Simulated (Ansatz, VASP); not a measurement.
N in VASP and in Ansatz

```
N
1.0
     7.67669    0.00000    0.00000
     0.00000    7.67669    0.00000
     0.00000    0.00000    7.67669
N
12
Direct
  0.82347 0.78662 0.62375
  0.88795 0.72011 0.73342
  0.26463 0.52450 0.59425
  0.37671 0.58752 0.65812
  0.56191 0.89990 0.19625
  0.61710 0.97019 0.08389
  0.72303 0.24131 0.68973
  0.65209 0.22126 0.56654
  0.10275 0.84875 0.26655
  0.09625 0.90549 0.13483
  0.87032 0.42086 0.14283
  0.73998 0.47055 0.10887
```

Alike in both runs: functional PBE; k mesh 1 × 1 × 1; occupations fermi-dirac, width 0.05 eV; no spin polarisation.

Ansatz relaxed the structure, and its values are those at the end. VASP's run is a single point on that final structure, the one shown.

|  | VASP | Ansatz |
| --- | --- | --- |
| version | VASP 6.6.1 | Ansatz 0.2.0 |
| potentials or method | VASP PAW PBE potentials, release 64 (N_h), cutoff 1000 eV | scalar-relativistic, plane waves, PAW |
| valence electrons in the cell | 60 | 60 |

|  | VASP | Ansatz | Ansatz less VASP |
| --- | --- | --- | --- |
| rms of the force components (eV/Å) | 0.040 | 0.004 | -0.0357 |
